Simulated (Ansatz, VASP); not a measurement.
Two plane-wave programs on WSe2

```
Se W
1.0
     3.28549    0.00000    0.00000
    -1.64275    2.84532    0.00000
     0.00000    0.00000   24.23865
Se W
4 2
Cartesian
  0.0000 1.8969 4.5000
  0.0000 1.8969 7.8693
  -0.8214 3.3195 11.5793
  -0.8214 3.3195 14.9486
  1.6427 0.9484 6.1847
  -2.4641 4.2680 13.2640
```

Alike in both runs: task single point; functional PBE; dispersion D3(BJ); k mesh 9 × 9 × 1; occupations gaussian, width 0.05 eV; no spin polarisation.

```csv
,VASP,Ansatz
version,VASP 6.6.1,Ansatz 0.2.0
potentials or method,"VASP PAW PBE potentials, release 64 (Se, W_sv), cutoff 520 eV","scalar-relativistic, plane waves, PAW"
valence electrons in the cell,52,92
```

VASP gave:

* gap on the k mesh at the Fermi level (eV): 1.56
* least direct gap on the mesh (eV): 1.65
* rms of the force components (eV/Å): 0.046

Task: Estimate Ansatz's values.

Result: gap on the k mesh at the Fermi level (eV): 1.56; least direct gap on the mesh (eV): 1.66; rms of the force components (eV/Å): 0.030.

VASP's potentials hold 52 valence electrons a cell and Ansatz's 92, so a difference there can come from the potentials and not from the codes.

Spin-orbit coupling is off throughout.
